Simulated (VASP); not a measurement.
# Ge in VASP: a series of runs

Ge is run at these levels: PBE+D3(BJ); tasks: single point.

All numbers are computed with VASP 6.6.1; they aren't measurements. Logs are shortened: lines on timing, memory, paths and dates and some standing lists are left out, and cuts for length are marked.

### 1 The cell of the first run

The cell holds a slab with vacuum, 2 atoms: a = 4.030 Å, b = 4.030 Å, c = 28.000 Å, α = 90.00°, β = 90.00°, γ = 120.00°.

### 2 Single point, PBE+D3(BJ)

INCAR

```
PREC     = Accurate       # precision mode
ENCUT    = 520            # plane-wave cutoff, eV
EDIFF    = 1E-7           # SCF threshold, eV
ISMEAR   = 0              # smearing method
SIGMA    = 0.1            # smearing width, eV
LREAL    = False          # projectors in reciprocal space
LASPH    = True           # aspherical terms in the spheres
NELM     = 60             # most SCF steps
ALGO     = Normal         # electronic algorithm
ISIF     = 2              # what is computed and relaxed
LWAVE    = False          # write WAVECAR
LCHARG   = False          # write CHGCAR
LDIPOL   = True         
IDIPOL   = 3            
DIPOL    = 0.5 0.5 0.500
GGA      = PE             # functional
IVDW     = 12             # dispersion correction
NBANDS   = 21             # bands
```

KPOINTS

```
regular mesh
0
Gamma
  12 12 1
```

POSCAR

```
Ge
1.0
    4.0300000000      0.0000000000      0.0000000000
   -2.0150000000      3.4900823773      0.0000000000
    0.0000000000      0.0000000000     28.0000000000
Ge
2
Direct
    0.3333333333      0.6666666667      0.5157142857
    0.6666666667      0.3333333333      0.4842857143
```

Potentials or basis: VASP PAW PBE potentials, release 64 (Ge_d).

Run with:

```bash
$ cat potpaw_PBE.64/Ge_d/POTCAR > POTCAR
$ mpirun -np 1 vasp_std > vasp.out
```

OUTCAR:

```text
PREC = Accurate
   ENCUT = 520
   EDIFF = 1E-7
   ISMEAR = 0
   LREAL = False
   LASPH = True
   NELM = 60
   ISIF = 2
   GGA = PE
   IVDW = 12
 IVDW          = 12

 ion  position               nearest neighbor table
   1  0.333  0.667  0.516-   2 2.49   2 2.49   2 2.49
   2  0.667  0.333  0.484-   1 2.49   1 2.49   1 2.49

  LATTYP: Found a hexagonal cell.
 ALAT       =     4.0300000000
 C/A-ratio  =     6.9478908189

  Lattice vectors:

 A1 = (   4.0300000000,   0.0000000000,   0.0000000000)
 A2 = (  -2.0150000000,   3.4900823773,   0.0000000000)
 A3 = (   0.0000000000,   0.0000000000,  28.0000000000)

Analysis of symmetry for initial positions (statically):
=====================================================================
 Subroutine PRICEL returns:
 Original cell was already a primitive cell.

 Routine SETGRP: Setting up the symmetry group for a
 hexagonal supercell.

 Subroutine GETGRP returns: Found 12 space group operations
 (whereof 12 operations were pure point group operations)
 out of a pool of 24 trial point group operations.

The static configuration has the point symmetry D_3d.

Analysis of symmetry for dynamics (positions and initial velocities):
=====================================================================
 Subroutine PRICEL returns:
 Original cell was already a primitive cell.

 Routine SETGRP: Setting up the symmetry group for a
 hexagonal supercell.

 Subroutine GETGRP returns: Found 12 space group operations
 (whereof 12 operations were pure point group operations)
 out of a pool of 24 trial point group operations.

The dynamic configuration has the point symmetry D_3d.

 Subroutine INISYM returns: Found 12 space group operations
 (whereof 12 operations are pure point group operations),
 and found     1 'primitive' translations

----------------------------------------------------------------------------------------

                                     Primitive cell

  volume of cell :     393.8209

  direct lattice vectors                    reciprocal lattice vectors
     4.030000000  0.000000000  0.000000000     0.248138958  0.143263094  0.000000000
    -2.015000000  3.490082377  0.000000000     0.000000000  0.286526188  0.000000000
     0.000000000  0.000000000 28.000000000     0.000000000  0.000000000  0.035714286

  length of vectors
[... 77 lines left out ...]
   LREAL  =      F    real-space projection
   EDIFFG = 0.1E-05   stopping-criterion for IOM
   NSW    =      0    number of steps for IOM
   IBRION =     -1    ionic relax: 0-MD 1-quasi-New 2-CG
   NFREE  =      0    steps in history (QN), initial steepest desc. (CG)
   ISIF   =      2    stress and relaxation
   ISYM   =      2    0-nonsym 1-usesym 2-fastsym
   POTIM  = 0.5000    time-step for ionic-motion
   TEBEG  =    0.0;   TEEND  =   0.0 temperature during run
   PSTRESS=    0.0 pullay stress
   NELECT =      28.0000    total number of electrons
   NUPDOWN=      -1.0000    fix difference up-down
   EMIN   =  10.00;   EMAX   =-10.00  energy-range for DOS
   EFERMI =   0.00;   METHOD = LEGACY
   ISMEAR =     0;   SIGMA  =   0.10  broadening in eV -4-tet -1-fermi 0-gaus
   EFERMI_NEDOS =   21; number of points for ismear=-14 and -15
   IALGO  =     38    algorithm
   IMIX   =      4    mixing-type and parameters
     AMIX     =   0.40;   BMIX     =  1.00
     AMIX_MAG =   1.60;   BMIX_MAG =  1.00
  volume/ion in A,a.u.               =     196.91      1328.82
  Fermi-wavevector in a.u.,A,eV,Ry     =   0.678205  1.281622  6.258171  0.459963
  Thomas-Fermi vector in A             =   1.756040
   LORBIT       =      0    0 simple, 1 ext, 2 COOP (PROOUT), +10 PAW based schemes
   GGA     = PE    functional components
   LHFCALC =     F    Hartree Fock is set to
   AEXX    =    0.0000 exact exchange contribution
   IVDW    =    12    specifies the selected vdW correction
   LEPSILON=     F    determine dielectric tensor
   LRPA    =     F    only Hartree local field effects (RPA)
 non-spin polarized calculation
 Gauss-broadening in eV      SIGMA  =   0.10
  energy-cutoff  :      520.00
  volume of cell :      393.82
 maximum number of plane-waves:     10665
 NGX is ok and might be reduce to    30
   NGX = 15   NGY = 15   NGZ =105

 dipolmoment           0.000000      0.000000      0.000000 electrons x Angstroem

 number of electron      28.0000026 magnetization

 dipolmoment           0.000000      0.000000     -0.000000 electrons x Angstroem

 Free energy of the ion-electron system (eV)
  ---------------------------------------------------
  ext. energy  EPLUGINS =         0.00000000
  ---------------------------------------------------
  free energy    TOTEN  =        -7.99872717 eV

  energy without entropy =       -7.99715322  energy(sigma->0) =       -7.99794019

 E-fermi :  -3.3665     XC(G=0):  -1.6639

 val. band max:       -3.4764769768   @ k =   0.0833   0.0000   0.0000
 cond. band min:      -3.3162774398   @ k =   0.0000   0.0000   0.0000
 fundamental gap:      0.1601995370
 Fermi energy:        -3.3664945083

 k-point     1 :       0.0000    0.0000    0.0000
  band No.  band energies     occupation
      1     -27.6886      2.00000
      2     -27.6886      2.00000
      3     -27.6265      2.00000
      4     -27.6265      2.00000
      5     -27.6151      2.00000
      6     -27.6142      2.00000
[... 445 lines left out ...]
     20       3.7548      0.00000
     21       3.8037      0.00000

------------------------ aborting loop because EDIFF is reached ----------------------------------------

 vacuum level on the upper side and lower side of the slab       (xc-potential included)        -0.006        -0.006

 Edisp (eV)   -0.30696

 E8    (eV) :    -0.1469

  FORCE on cell =-STRESS in cart. coord.  units (eV):
  Direction    XX          YY          ZZ          XY          YZ          ZX
  --------------------------------------------------------------------------------------
  -------------------------------------------------------------------------------------
  Total      -0.69845    -0.69845    -0.71774     0.00000     0.00000    -0.00000
  in kB      -2.84149    -2.84149    -2.91997     0.00000     0.00000    -0.00000
  external pressure =       -2.87 kB  Pullay stress =        0.00 kB

 VOLUME and BASIS-vectors are now :
 -----------------------------------------------------------------------------
  energy-cutoff  :      520.00
  volume of cell :      393.82
      direct lattice vectors                 reciprocal lattice vectors
     4.030000000  0.000000000  0.000000000     0.248138958  0.143263094  0.000000000
    -2.015000000  3.490082377  0.000000000     0.000000000  0.286526188  0.000000000
     0.000000000  0.000000000 28.000000000     0.000000000  0.000000000  0.035714286

 POSITION                                       TOTAL-FORCE (eV/Angst)
 -----------------------------------------------------------------------------------
     -0.00000      2.32672     14.44000         0.000000     -0.000000     -0.802143
      2.01500      1.16336     13.56000        -0.000000      0.000000      0.802143
 -----------------------------------------------------------------------------------
    total drift:                                0.000000      0.000000     -0.000000

  FREE ENERGIE OF THE ION-ELECTRON SYSTEM (eV)
  ---------------------------------------------------
  free  energy   TOTEN  =        -8.3056863708 eV

  energy  without entropy=       -8.3041124139  energy(sigma->0) =       -8.30489939

 vacuum level on the upper side and lower side of the slab         1.021         1.021
```

It took 4.1 min on 1 thread of Intel Xeon Platinum 8259CL at 2.50GHz (Skylake/Cascade Lake), shared host; peak memory 0.51 GiB.

Results:

```
Free energy                : -8.3057 eV
Largest force              : 0.802 eV/Å
Band gap on the k mesh     : zero (bands 14 and 15 overlap by 0.18 eV)
Dispersion energy per atom : -0.153 eV
```

Forces in eV/Å, atoms in the order of the input:
```
Ge   0.000  0.000 -0.802
Ge   0.000  0.000  0.802
```

### 3 Single point, PBE+D3(BJ)

INCAR

```
SYSTEM = Ge
ALGO = Normal
DIPOL = 0.5 0.5 0.500
EDIFF = 1E-6
ENCUT = 520
GGA = PE
IDIPOL = 3
ISIF = 2
ISMEAR = 0
IVDW = 12
LASPH = .True.
LCHARG = .True.
LDIPOL = .True.
LELF = .True.
LREAL = .False.
LVACPOTAV = .True.
LVHAR = .True.
LWAVE = .False.
NBANDS = 21
NELM = 80
PREC = Accurate
SIGMA = 0.1
```

KPOINTS

```
k-points
0
Gamma
  12 12 1
  0 0 0
```

POSCAR

```
Ge
1.0
    4.0300000000      0.0000000000      0.0000000000
   -2.0150000000      3.4900823773      0.0000000000
    0.0000000000      0.0000000000     28.0000000000
Ge
2
Direct
    0.3333333333      0.6666666667      0.5026250000
    0.6666666667      0.3333333333      0.4973750000
```

Potentials or basis: VASP PAW PBE potentials, release 64 (Ge_d).

Run with:

```bash
$ cat potpaw_PBE.64/Ge_d/POTCAR > POTCAR
$ mpirun -np 1 vasp_std > vasp.out
```

OUTCAR:

```text
SYSTEM = Ge
   EDIFF = 1E-6
   ENCUT = 520
   GGA = PE
   ISIF = 2
   ISMEAR = 0
   IVDW = 12
   LASPH = .True.
   LREAL = .False.
   NELM = 80
   PREC = Accurate
 IVDW          = 12

 ion  position               nearest neighbor table
   1  0.333  0.667  0.503-   2 2.33   2 2.33   2 2.33
   2  0.667  0.333  0.497-   1 2.33   1 2.33   1 2.33

  LATTYP: Found a hexagonal cell.
 ALAT       =     4.0300000000
 C/A-ratio  =     6.9478908189

  Lattice vectors:

 A1 = (   4.0300000000,   0.0000000000,   0.0000000000)
[... 642 lines left out ...]

 Edisp (eV)   -0.30823

 E8    (eV) :    -0.1476

  FORCE on cell =-STRESS in cart. coord.  units (eV):
  Direction    XX          YY          ZZ          XY          YZ          ZX
  --------------------------------------------------------------------------------------
  -------------------------------------------------------------------------------------
  Total       0.83110     0.83110     0.04039     0.00000    -0.00000     0.00000
  in kB       3.38115     3.38115     0.16431     0.00000    -0.00000     0.00000
  external pressure =        2.31 kB  Pullay stress =        0.00 kB

 VOLUME and BASIS-vectors are now :
 -----------------------------------------------------------------------------
  energy-cutoff  :      520.00
  volume of cell :      393.82
      direct lattice vectors                 reciprocal lattice vectors
     4.030000000  0.000000000  0.000000000     0.248138958  0.143263094  0.000000000
    -2.015000000  3.490082377  0.000000000     0.000000000  0.286526188  0.000000000
     0.000000000  0.000000000 28.000000000     0.000000000  0.000000000  0.035714286

 POSITION                                       TOTAL-FORCE (eV/Angst)
 -----------------------------------------------------------------------------------
     -0.00000      2.32672     14.07350         0.000000      0.000000      0.369316
      2.01500      1.16336     13.92650        -0.000000     -0.000000     -0.369316
 -----------------------------------------------------------------------------------
    total drift:                                0.000000      0.000000     -0.000000

  FREE ENERGIE OF THE ION-ELECTRON SYSTEM (eV)
  ---------------------------------------------------
  free  energy   TOTEN  =        -8.1419937541 eV

  energy  without entropy=       -8.1406724973  energy(sigma->0) =       -8.14133313

 vacuum level on the upper side and lower side of the slab         1.103         1.103
```

OSZICAR:

```text
N       E                     dE             d eps       ncg     rms          rms(c)
DAV:   1     0.153837925400E+03    0.15384E+03   -0.13902E+04   950   0.130E+03
DAV:   2     0.875626503554E+01   -0.14508E+03   -0.14066E+03  1089   0.254E+02
DAV:   3    -0.720997842833E+01   -0.15966E+02   -0.15907E+02  1064   0.107E+02
DAV:   4    -0.792728041752E+01   -0.71730E+00   -0.71516E+00   998   0.261E+01
[... 12 lines left out ...]
DAV:  17    -0.783374907545E+01   -0.15980E-04   -0.58460E-07   701   0.528E-03    0.380E-04
DAV:  18    -0.783375844174E+01   -0.93663E-05   -0.23667E-07   745   0.227E-03    0.211E-04
DAV:  19    -0.783376076482E+01   -0.23231E-05   -0.43777E-08   668   0.112E-03    0.167E-04
DAV:  20    -0.783376227053E+01   -0.15057E-05   -0.27023E-08   661   0.127E-03    0.584E-05
DAV:  21    -0.783376236735E+01   -0.96814E-07   -0.15567E-09   637   0.647E-04
   1 F= -.81419938E+01 E0= -.81413331E+01  d E =-.132126E-02
```

stdout:

```text
POSCAR found type information on POSCAR Ge
 POSCAR found :  1 types and       2 ions
 scaLAPACK will be used
 LDA part: xc-table for (Slater+PW92), standard interpolation
 POSCAR, INCAR and KPOINTS ok, starting setup
 FFT: planning ... GRIDC
 FFT: planning ... GRID_SOFT
 FFT: planning ... GRID
 WAVECAR not read
 entering main loop
```

Run time: 3.7 min. Hardware: 1 thread of Intel Xeon Platinum 8259CL at 2.50GHz (Skylake/Cascade Lake), shared host; peak memory 0.51 GiB.

What came out:

```yaml
Free_energy: -8.1420 eV
Largest_force: 0.369 eV/Å
Band_gap_on_the_k_mesh: zero (bands 14 and 15 overlap by 0.92 eV)
Dispersion_energy_per_atom: -0.154 eV
Work_function_of_the_upper_face: 4.42 eV
Work_function_of_the_lower_face: 4.42 eV
```

Forces on the atoms (eV/Å):
```
Ge   0.000  0.000  0.369
Ge   0.000  0.000 -0.369
```

[end of part 1 of 2]
